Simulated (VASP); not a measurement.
A run of VASP 6.6.1 is set up as follows.

INCAR

```
PREC = Accurate
ENCUT = 520
EDIFF = 1E-7
ISMEAR = -1
SIGMA = 0.08
LREAL = False
LASPH = True
NELM = 80
ALGO = Normal
ISIF = 2
LWAVE = False
LCHARG = False
GGA = PE
NBANDS = 8
```

The input KPOINTS:

```
Automatic mesh
0
Gamma
  16 16 16
```

POSCAR

```
Al
1.0
    2.3939230944      0.0000000000      0.0000000000
    0.0000000000      2.3939230944      0.0000000000
    0.0000000000      0.0000000000      2.3939230944
Al
1
Direct
    0.0000000000      0.0000000000      0.0000000000
```

Potentials or basis: VASP PAW PBE potentials, release 64 (Al).

Command:

```console
$ cat potpaw_PBE.64/Al/POTCAR > POTCAR
$ mpirun -np 1 vasp_std > vasp.out
```

Task: Estimate the pressure.

Result: 48.9 GPa.
